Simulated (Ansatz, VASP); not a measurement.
# NiO: VASP beside Ansatz

```
Ni O
1.0
     0.00000    2.10516    2.10516
     2.10516    0.00000    2.10516
     2.10516    2.10516    0.00000
Ni O
1 1
Direct
  0.00000 0.00000 0.00000
  0.50000 0.50000 0.50000
```

Change from the starting cell: volume scaled by 1.02.

Alike in both runs: task single point; functional PBE; k mesh 15 × 15 × 15; occupations fermi-dirac, width 0.03 eV; collinear spin.

```csv
,VASP,Ansatz
version,VASP 6.6.1,Ansatz 0.2.0
potentials or method,"VASP PAW PBE potentials, release 64 (Ni, O), cutoff 520 eV","all-electron LAPW, scalar-relativistic"
```

VASP gave:

| Property | Result |
| --- | --- |
| pressure (GPa) | 0.2 |
| net moment per atom (μB) | 0.88 |
| size of the moment on the site where the two differ most (μB) | 1.45 |

Problem. Estimate Ansatz's values.

Solution. Pressure (GPa): 1.2; net moment per atom (μB): 0.92; size of the moment on the site where the two differ most (μB): 1.53.

Site moments also hang on the region over which each program counts them. Ansatz ran all-electron here, and VASP with PAW potentials.
